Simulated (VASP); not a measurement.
YTl:

```
Y Tl
1.0
     3.80259    0.00000    0.00000
     0.00000    3.80259    0.00000
     0.00000    0.00000    3.80259
Y Tl
1 1
Direct
  0.50000 0.50000 0.50000
  0.00000 0.00000 0.00000
```

- Program: VASP 6.6.1
- Task: relaxation of cell and atoms
- Functional: PBEsol
- Potentials or basis: VASP PAW PBE potentials, release 64 (Y_sv, Tl_d)
- Cutoff: 600 eV
- k mesh: 12 × 12 × 12
- Occupations: gaussian, width 0.1 eV
- Spin: no spin polarisation

At the start: pressure -3.0 GPa; volume 27.49 Å³/atom.

Task: Where does the relaxation end?

Result: Over 3 steps the energy falls by 13.9 meV/atom and the volume is 26.06 Å³/atom (-5.2 %); space group Pm-3m (No. 221, to 0.05 Å).

Step by step:
```csv
step,energy change (eV),largest force (eV/Å),pressure (GPa),volume (Å³)
1,0.0000,0.0000,-2.97,54.98
2,-0.0234,0.0000,1.37,51.03
3,-0.0279,0.0000,0.00,52.11
```

Final structure:
```xyz
2
Lattice="3.7351 0.0000 0.0000 0.0000 3.7351 0.0000 0.0000 0.0000 3.7351" Properties=species:S:1:pos:R:3 pbc="T T T"
Y     1.8676    1.8676    1.8676
Tl    0.0000    0.0000    0.0000
```

Caveat: the PAW data sets were made with another functional, which shifts forces and pressure a little.
